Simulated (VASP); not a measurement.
# Sr (I4/mmm) in VASP: a series of runs

The runs below take Sr through single point, with PBE.

Everything below comes from runs of VASP 6.6.1. Logs are shortened: lines on timing, memory, paths and dates and some standing lists are left out, and cuts for length are marked.

## Step 1: The cell of the first run

The structure is tetragonal, space group I4/mmm (No. 139). The conventional cell has a = 4.303 Å, b = 4.303 Å, c = 6.024 Å, α = 90.00°, β = 90.00°, γ = 90.00°. Sr (site symmetry 4/mmm) has 12 Sr at 4.28 to 4.30 Å within 5.6 Å.

## Step 2: Single point, PBE

INCAR

```
ALGO     = Normal         # electronic algorithm
EDIFF    = 1E-6           # SCF threshold, eV
ENCUT    = 520            # plane-wave cutoff, eV
GGA      = PE             # functional
ISIF     = 2              # what is computed and relaxed
ISMEAR   = -1             # smearing method
LASPH    = T              # aspherical terms in the spheres
LCHARG   = F              # write CHGCAR
LREAL    = F              # projectors in reciprocal space
LWAVE    = F              # write WAVECAR
NBANDS   = 11             # bands
NELM     = 60             # most SCF steps
PREC     = Accurate       # precision mode
SIGMA    = 0.05           # smearing width, eV
```

KPOINTS

```
k-points
0
Gamma
  6 6 6
```

POSCAR

```
Sr
1.0
    0.0000000000      3.0423500000      3.0119265000
    3.0423500000      0.0000000000      3.0119265000
    3.0423500000      3.0423500000      0.0000000000
Sr
1
Direct
    0.0000000000      0.0000000000      0.0000000000
```

Potentials or basis: VASP PAW PBE potentials, release 64 (Sr_sv).

Launch:

```sh
$ cat potpaw_PBE.64/Sr_sv/POTCAR > POTCAR
$ mpirun -np 1 vasp_std > vasp.out
```

OUTCAR:

```text
EDIFF = 1E-6
   ENCUT = 520
   GGA = PE
   ISIF = 2
   ISMEAR = -1
   LASPH = T
   LREAL = F
   NELM = 60
   PREC = Accurate

 ion  position               nearest neighbor table
   1  0.000  0.000  0.000-

  LATTYP: Found a body centered tetragonal cell.
 ALAT       =     4.3025326315
 C/A-ratio  =     1.4000714267

  Lattice vectors:

 A1 = (   0.0000000000,  -3.0423500000,  -3.0119265000)
 A2 = (   0.0000000000,   3.0423500000,  -3.0119265000)
 A3 = (   3.0423500000,   0.0000000000,   3.0119265000)

Analysis of symmetry for initial positions (statically):
=====================================================================
 Subroutine PRICEL returns:
 Original cell was already a primitive cell.

 Routine SETGRP: Setting up the symmetry group for a
 body centered tetragonal supercell.

 Subroutine GETGRP returns: Found 16 space group operations
 (whereof 16 operations were pure point group operations)
 out of a pool of 16 trial point group operations.

The static configuration has the point symmetry D_4h.

Analysis of symmetry for dynamics (positions and initial velocities):
=====================================================================
 Subroutine PRICEL returns:
 Original cell was already a primitive cell.

 Routine SETGRP: Setting up the symmetry group for a
 body centered tetragonal supercell.

 Subroutine GETGRP returns: Found 16 space group operations
 (whereof 16 operations were pure point group operations)
 out of a pool of 16 trial point group operations.

The dynamic configuration has the point symmetry D_4h.

 Subroutine INISYM returns: Found 16 space group operations
 (whereof 16 operations are pure point group operations),
 and found     1 'primitive' translations

----------------------------------------------------------------------------------------

                                     Primitive cell

  volume of cell :      55.7561

  direct lattice vectors                    reciprocal lattice vectors
     0.000000000  3.042350000  3.011926500    -0.164346640  0.164346640  0.166006707
     3.042350000  0.000000000  3.011926500     0.164346640 -0.164346640  0.166006707
     3.042350000  3.042350000  0.000000000     0.164346640  0.164346640 -0.166006707

  length of vectors
     4.281074020  4.281074020  4.302532631     0.285618387  0.285618387  0.285618387

  position of ions in fractional coordinates (direct lattice)
     0.000000000  0.000000000  0.000000000

  ion indices of the primitive-cell ions
   primitive index   ion index
                 1           1

----------------------------------------------------------------------------------------

 KPOINTS: k-points

Automatic generation of k-mesh.
 Grid dimensions read from file:
 generate k-points for:    6    6    6

 Generating k-lattice:

  Cartesian coordinates                     Fractional coordinates (reciprocal lattice)
    -0.027391107  0.027391107  0.027667785     0.166666667  0.000000000  0.000000000
     0.027391107 -0.027391107  0.027667785     0.000000000  0.166666667  0.000000000
     0.027391107  0.027391107 -0.027667785     0.000000000  0.000000000  0.166666667

  Length of vectors
     0.047603064  0.047603064  0.047603064

  Shift w.r.t. Gamma in fractional coordinates (k-lattice)
     0.000000000  0.000000000  0.000000000

 Subroutine IBZKPT returns following result:
 ===========================================

 Found     30 irreducible k-points:

 Following reciprocal coordinates:
            Coordinates               Weight
  0.000000  0.000000  0.000000      1.000000
  0.166667  0.000000  0.000000      8.000000
  0.333333  0.000000  0.000000      8.000000
  0.500000 -0.000000  0.000000      4.000000
  0.166667  0.166667  0.000000      2.000000
  0.333333  0.166667  0.000000      8.000000
[... 16 lines left out ...]
  0.333333  0.000000  0.333333      4.000000
  0.500000 -0.000000  0.333333     16.000000
 [... further k-points ...]
   k-points           NKPTS =     30   k-points in BZ     NKDIM =     30   number of bands    NBANDS=     11
   number of dos      NEDOS =    301   number of ions     NIONS =      1
   total plane-waves  NPLWV =  32768
   dimension x,y,z NGX =    32 NGY =   32 NGZ =   32
   dimension x,y,z NGXF=    64 NGYF=   64 NGZF=   64
   ions per type =               1
   NGX,Y,Z   is equivalent  to a cutoff of  12.43, 12.43, 12.36 a.u.
   NGXF,Y,Z  is equivalent  to a cutoff of  24.85, 24.85, 24.73 a.u.
 SYSTEM =  unknown system
   PREC   = accura    normal or accurate (medium, high low for compatibility)
   ISTART =      0    job   : 0-new  1-cont  2-samecut
   ICHARG =      2    charge: 1-file 2-atom 10-const
   ISPIN  =      1    spin polarized calculation?
   LNONCOLLINEAR =      F non collinear calculations
   LSORBIT =      F    spin-orbit coupling
   LASPH  =      T    aspherical Exc in radial PAW
   ENCUT  =  520.0 eV  38.22 Ry    6.18 a.u.   7.96  7.96  8.00*2*pi/ulx,y,z
   NELM   =     60;   NELMIN=  2; NELMDL= -5     # of ELM steps
   EDIFF  = 0.1E-05   stopping-criterion for ELM
   LREAL  =      F    real-space projection
   EDIFFG = 0.1E-04   stopping-criterion for IOM
   NSW    =      0    number of steps for IOM
   IBRION =     -1    ionic relax: 0-MD 1-quasi-New 2-CG
   NFREE  =      0    steps in history (QN), initial steepest desc. (CG)
   ISIF   =      2    stress and relaxation
   ISYM   =      2    0-nonsym 1-usesym 2-fastsym
   POTIM  = 0.5000    time-step for ionic-motion
   TEBEG  =    0.0;   TEEND  =   0.0 temperature during run
   PSTRESS=    0.0 pullay stress
   NELECT =      10.0000    total number of electrons
   NUPDOWN=      -1.0000    fix difference up-down
   EMIN   =  10.00;   EMAX   =-10.00  energy-range for DOS
   EFERMI =   0.00;   METHOD = LEGACY
   ISMEAR =    -1;   SIGMA  =   0.05  broadening in eV -4-tet -1-fermi 0-gaus
   EFERMI_NEDOS =   21; number of points for ismear=-14 and -15
   IALGO  =     38    algorithm
   IMIX   =      4    mixing-type and parameters
     AMIX     =   0.40;   BMIX     =  1.00
     AMIX_MAG =   1.60;   BMIX_MAG =  1.00
  volume/ion in A,a.u.               =      55.76       376.26
  Fermi-wavevector in a.u.,A,eV,Ry     =   0.923231  1.744654 11.597012  0.852356
  Thomas-Fermi vector in A             =   2.048845
   LORBIT       =      0    0 simple, 1 ext, 2 COOP (PROOUT), +10 PAW based schemes
   GGA     = PE    functional components
   LHFCALC =     F    Hartree Fock is set to
   AEXX    =    0.0000 exact exchange contribution
   IVDW    =     0    specifies the selected vdW correction
   LEPSILON=     F    determine dielectric tensor
   LRPA    =     F    only Hartree local field effects (RPA)
 non-spin polarized calculation
  energy-cutoff  :      520.00
  volume of cell :       55.76
 maximum number of plane-waves:      1516
   NGX = 15   NGY = 15   NGZ = 15

 number of electron      10.0000000 magnetization

 Free energy of the ion-electron system (eV)
  ---------------------------------------------------
  ext. energy  EPLUGINS =         0.00000000
  ---------------------------------------------------
  free energy    TOTEN  =        -1.62207529 eV

  energy without entropy =       -1.60283545  energy(sigma->0) =       -1.61245537

 E-fermi :   1.5359     XC(G=0):  -7.3076

 val. band max:        1.5204347582   @ k =  -0.3333   0.3333   0.1667
 cond. band min:       1.5618843985   @ k =  -0.3333   0.1667   0.3333
 fundamental gap:      0.0414496403
 Fermi energy:         1.5358527162

 k-point     1 :       0.0000    0.0000    0.0000
  band No.  band energies     occupation
      1     -35.1000      2.00000
      2     -16.9909      2.00000
      3     -16.9909      2.00000
      4     -16.9905      2.00000
      5      -2.0866      2.00000
      6       3.8526      0.00000
      7       3.8526      0.00000
      8       3.9039      0.00000
      9       5.2741      0.00000
     10       5.3554      0.00000
     11       8.5984      0.00000

 k-point     2 :       0.1667    0.0000    0.0000
  band No.  band energies     occupation
      1     -35.0968      2.00000
      2     -17.0383      2.00000
      3     -16.9977      2.00000
      4     -16.9968      2.00000
      5      -1.6553      2.00000
      6       3.2849      0.00000
      7       4.0016      0.00000
      8       4.0450      0.00000
      9       5.1174      0.00000
     10       5.1747      0.00000
     11       9.0146      0.00000

 k-point     3 :       0.3333    0.0000    0.0000
  band No.  band energies     occupation
      1     -35.0903      2.00000
      2     -17.1313      2.00000
      3     -17.0112      2.00000
      4     -17.0089      2.00000
      5      -0.5377      2.00000
      6       2.3066      0.00000
      7       3.8548      0.00000
      8       3.9202      0.00000
      9       5.6570      0.00000
     10       5.6571      0.00000
     11       7.6541      0.00000

 k-point     4 :       0.5000   -0.0000    0.0000
  band No.  band energies     occupation
      1     -35.0870      2.00000
      2     -17.1768      2.00000
      3     -17.0179      2.00000
      4     -17.0149      2.00000
      5       0.4266      2.00000
      6       1.5859      0.53737
      7       3.6807      0.00000
      8       3.7472      0.00000
      9       6.3207      0.00000
     10       6.3574      0.00000
     11       7.0692      0.00000
[... 239 lines left out ...]
 k-point    22 :      -0.3333    0.5000    0.1667
  band No.  band energies     occupation
      1     -35.0825      2.00000
      2     -17.1399      2.00000
      3     -17.0874      2.00000
      4     -17.0610      2.00000
      5       1.3855      1.90576
      6       1.9986      0.00019
      7       2.3878      0.00000
      8       4.2475      0.00000
      9       6.6483      0.00000
     10       6.8249      0.00000
     11       6.8981      0.00000

 k-point    23 :       0.3333    0.0000    0.3333
  band No.  band energies     occupation
      1     -35.0872      2.00000
      2     -17.1241      2.00000
      3     -17.0424      2.00000
      4     -17.0396      2.00000
      5      -0.0845      2.00000
      6       2.2506      0.00000
      7       2.9956      0.00000
      8       5.0936      0.00000
      9       5.1003      0.00000
     10       6.0526      0.00000
     11       8.8953      0.00000

 k-point    24 :       0.5000   -0.0000    0.3333
  band No.  band energies     occupation
      1     -35.0840      2.00000
      2     -17.1469      2.00000
      3     -17.0699      2.00000
      4     -17.0471      2.00000
      5       0.8542      2.00000
      6       1.9651      0.00037
      7       2.5512      0.00000
      8       5.0928      0.00000
      9       5.7672      0.00000
     10       6.4770      0.00000
     11       6.8422      0.00000

 [... further k-points ...]
[... 5 lines left out ...]
  --------------------------------------------------------------------------------------
  -------------------------------------------------------------------------------------
  Total       -0.0522512     -0.0522512     -0.0705793      0.0000000     -0.0000000      0.0000000
  in kB       -1.5014614     -1.5014614     -2.0281263      0.0000000     -0.0000000      0.0000000
  external PRESSURE =      -1.6770164 kB  Pullay stress =       0.0000000 kB

 VOLUME and BASIS-vectors are now :
 -----------------------------------------------------------------------------
  energy-cutoff  :      520.00
  volume of cell :       55.76
      direct lattice vectors                 reciprocal lattice vectors
     0.000000000  3.042350000  3.011926500    -0.164346640  0.164346640  0.166006707
     3.042350000  0.000000000  3.011926500     0.164346640 -0.164346640  0.166006707
     3.042350000  3.042350000  0.000000000     0.164346640  0.164346640 -0.166006707

 POSITION                                       TOTAL-FORCE (eV/Angst)
 -----------------------------------------------------------------------------------
      0.00000      0.00000      0.00000        -0.000000     -0.000000      0.000000
 -----------------------------------------------------------------------------------
    total drift:                                0.000000      0.000000     -0.000000

  FREE ENERGIE OF THE ION-ELECTRON SYSTEM (eV)
  ---------------------------------------------------
  free  energy   TOTEN  =        -1.6220752870 eV

  energy  without entropy=       -1.6028354515  energy(sigma->0) =       -1.61245537
```

Run time: 5.7 s. Hardware: 1 thread of Intel Xeon 6975P-C (Granite Rapids), shared host; peak memory 0.17 GiB.

What came out:

| Quantity | Value |
| --- | --- |
| Free energy | -1.6221 eV |
| Pressure | -0.2 GPa |
| Band gap on the k mesh | 0.04 eV, direct |

Levels at points of the mesh, in eV from the valence-band top:
```csv
k point,band 2,band 3,band 4,band 5,band 6,band 7,band 8,band 9
"(0.00, 0.00, 0.00)",-18.51,-18.51,-18.51,-3.61,2.33,2.33,2.38,3.75
"(0.50, 0.00, 0.00)",-18.70,-18.54,-18.54,-1.09,0.07,2.16,2.23,4.80
"(0.50, 0.50, 0.00)",-18.69,-18.58,-18.58,-0.59,0.36,1.10,4.82,5.12
"(0.50, 0.00, 0.50)",-18.69,-18.58,-18.58,-0.62,0.38,1.01,4.83,5.09
```

## Step 3: Single point, PBE

This run uses another cell than the first one, of 56.88 Å³/atom, 1.020 times its volume.

INCAR

```
SYSTEM = Sr
PREC = Accurate ; ENCUT = 520
EDIFF = 1E-7 ; ISMEAR = -1
SIGMA = 0.05 ; LREAL = .False.
LASPH = .True. ; NELM = 100
ALGO = Normal ; ISIF = 2
LWAVE = .False. ; LCHARG = .False.
GGA = PE ; NBANDS = 11
```

KPOINTS

```
regular mesh
0
Gamma
  6 6 6
  0 0 0
```

POSCAR

```
Sr
1.0
    0.0000000000      3.0423500000      3.0727735000
    3.0423500000      0.0000000000      3.0727735000
    3.0423500000      3.0423500000      0.0000000000
Sr
1
Direct
    0.0000000000      0.0000000000      0.0000000000
```

Potentials or basis: VASP PAW PBE potentials, release 64 (Sr_sv).

Launch:

```sh
$ cat potpaw_PBE.64/Sr_sv/POTCAR > POTCAR
$ mpirun -np 1 vasp_std > vasp.out
```

It took 6.6 s on 1 thread of Intel Xeon 6975P-C (Granite Rapids), shared host; peak memory 0.17 GiB.

The run converged. Its results:

```yaml
Free_energy: -1.6202 eV
Pressure: -0.4 GPa
Band_gap_on_the_k_mesh: 0.03 eV, direct
```

Levels at points of the mesh, in eV from the valence-band top:
| k point | band 1 | band 2 | band 3 | band 4 | band 5 | band 6 | band 7 | band 8 | band 9 | band 10 |
| --- | --- | --- | --- | --- | --- | --- | --- | --- | --- | --- |
| (0.00, 0.00, 0.00) | -36.66 | -18.56 | -18.56 | -18.56 | -3.58 | 2.29 | 2.34 | 2.34 | 3.70 | 3.78 |
| (0.50, 0.00, 0.00) | -36.65 | -18.73 | -18.58 | -18.58 | -1.09 | 0.04 | 2.14 | 2.21 | 4.72 | 4.76 |
| (0.50, 0.50, 0.00) | -36.65 | -18.72 | -18.62 | -18.62 | -0.61 | 0.40 | 0.94 | 4.75 | 5.03 | 5.03 |
| (0.50, 0.00, 0.50) | -36.65 | -18.72 | -18.62 | -18.62 | -0.58 | 0.38 | 1.03 | 4.74 | 5.00 | 5.06 |

A k mesh can miss the band edges.

## Step 4: Single point, PBE

This run uses another cell than the first one, of 57.45 Å³/atom, 1.030 times its volume.

INCAR

```
SYSTEM = Sr
PREC = Accurate
ENCUT = 520
EDIFF = 1E-6
ISMEAR = -1
SIGMA = 0.05
LREAL = .False.
LASPH = .True.
NELM = 60
ALGO = Normal
ISIF = 2
LWAVE = .False.
LCHARG = .False.
GGA = PE
NBANDS = 11
```

KPOINTS is that of step 3.

POSCAR

```
Sr
1.0
    0.0000000000      3.0423500000      3.1031970000
    3.0423500000      0.0000000000      3.1031970000
    3.0423500000      3.0423500000      0.0000000000
Sr
1
Direct
    0.0000000000      0.0000000000      0.0000000000
```

Launch:

```sh
$ cat potpaw_PBE.64/Sr_sv/POTCAR > POTCAR
$ mpirun -np 1 vasp_std > vasp.out
```

Run time: 5.8 s. Hardware: 1 thread of Intel Xeon 6975P-C (Granite Rapids), shared host; peak memory 0.17 GiB.

The run converged. Its results:

```yaml
Free_energy: -1.6188 eV
Pressure: -0.5 GPa
Band_gap_on_the_k_mesh: 0.02 eV, direct
```

Stress tensor (GPa, compression positive):
```
-0.52  0.00  0.00
 0.00 -0.52  0.00
 0.00  0.00 -0.43
```

Levels at points of the mesh, in eV from the valence-band top:
```tsv
k point	band 3	band 4	band 5	band 6	band 7	band 8
(0.00, 0.00, 0.00)	-18.58	-18.58	-3.57	2.24	2.35	2.35
(0.50, 0.00, 0.00)	-18.61	-18.60	-1.08	0.03	2.10	2.22
(0.50, 0.50, 0.00)	-18.64	-18.64	-0.62	0.42	0.87	4.71
(0.50, 0.00, 0.50)	-18.65	-18.64	-0.56	0.38	1.03	4.69
```

A k mesh can miss the band edges.

## Step 5: Summary

| cell | gap on the mesh (eV) | pressure (GPa) |
| --- | --- | --- |
| a = 4.281, b = 4.281, c = 4.303 Å, angles 59.8, 59.8, 60.3°, 1 atom | 0.04 | -0.2 |
| a = 4.324, b = 4.324, c = 4.303 Å, angles 60.2, 60.2, 59.7°, 1 atom | 0.03 | -0.4 |
| a = 4.346, b = 4.346, c = 4.303 Å, angles 60.3, 60.3, 59.3°, 1 atom | 0.02 | -0.5 |

Alike in all rows: task single point; level PBE; potentials or basis VASP PAW PBE potentials, release 64 (Sr_sv); no spin polarisation; k mesh 6 × 6 × 6; cutoff (eV) 520; smearing fermi-dirac 0.05 eV.

Absolute energies hang on the potentials; compare differences alone.
